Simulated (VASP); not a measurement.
Set up this calculation in VASP 6.6.1, as the native input.

| Item | Value |
| --- | --- |
| Task | single point |
| Functional | r2SCAN |
| Potentials or basis | VASP PAW PBE potentials, release 64 (Al) |
| Cutoff | 550 eV |
| k mesh | 12 × 12 × 12 |
| Occupations | fermi-dirac, width 0.05 eV |
| Spin | no spin polarisation |
| Dipole correction | no |
| Further INCAR settings | ALGO = Normal; EDIFF = 1e-06; NBANDS = 8 |

The system is Al.

```xyz
1
Lattice="-1.6018 1.6018 1.6018 1.6018 -1.6018 1.6018 1.6018 1.6018 -1.6018" Properties=species:S:1:pos:R:3 pbc="T T T"
Al    0.0000    0.0000    0.0000
```

This isn't the form of Al at room conditions, which is fcc.

The input as run:

POSCAR

```
Al
1.0
   -1.6017568692      1.6017568692      1.6017568692
    1.6017568692     -1.6017568692      1.6017568692
    1.6017568692      1.6017568692     -1.6017568692
Al
1
Direct
    0.0000000000      0.0000000000      0.0000000000
```

INCAR.step1

```
SYSTEM = Al
PREC     = Accurate       ! precision mode
ENCUT    = 550            ! plane-wave cutoff, eV
ISMEAR   = -1             ! smearing method
SIGMA    = 0.05           ! smearing width, eV
LREAL    = .False.        ! projectors in reciprocal space
LASPH    = .True.         ! aspherical terms in the spheres
NELM     = 120            ! most SCF steps
NBANDS   = 8              ! bands
GGA      = PE             ! functional
ALGO     = Normal         ! electronic algorithm
EDIFF    = 1E-5           ! SCF threshold, eV
LWAVE    = .True.         ! write WAVECAR
LCHARG   = .False.        ! write CHGCAR
GGA_COMPAT= .False.
```

INCAR.step2

```
SYSTEM = Al
PREC     = Accurate       ! precision mode
ENCUT    = 550            ! plane-wave cutoff, eV
EDIFF    = 1E-6           ! SCF threshold, eV
ISMEAR   = -1             ! smearing method
SIGMA    = 0.05           ! smearing width, eV
LREAL    = .False.        ! projectors in reciprocal space
LASPH    = .True.         ! aspherical terms in the spheres
NELM     = 120            ! most SCF steps
ALGO     = Normal         ! electronic algorithm
ISIF     = 2              ! what is computed and relaxed
LWAVE    = .False.        ! write WAVECAR
LCHARG   = .False.        ! write CHGCAR
METAGGA  = R2SCAN         ! meta-GGA
LMIXTAU  = .True.       
NBANDS   = 8              ! bands
ISTART   = 1            
GGA_COMPAT= .False.
```

KPOINTS

```
Automatic mesh
0
Gamma
  12 12 12
  0 0 0
```

Potentials or basis: VASP PAW PBE potentials, release 64 (Al).

Launch:

```console
$ cat potpaw_PBE.64/Al/POTCAR > POTCAR
$ cp INCAR.step1 INCAR
$ mpirun -np 1 vasp_std > vasp.out
$ cp INCAR.step2 INCAR
$ mpirun -np 1 vasp_std > vasp.out
```

It gave:

| Item | Value |
| --- | --- |
| Pressure | -1.5 GPa |
| Band gap on the k mesh | zero (an odd number of electrons rules out a gap without spin polarisation) |

Caveat: the PAW data sets were made with another functional, which shifts forces and pressure a little.

Run time: 9.9 s on 1 thread of Intel(R) Xeon(R) 6975P-C (Granite Rapids), with other jobs on the host, peak memory 0.13 GiB.
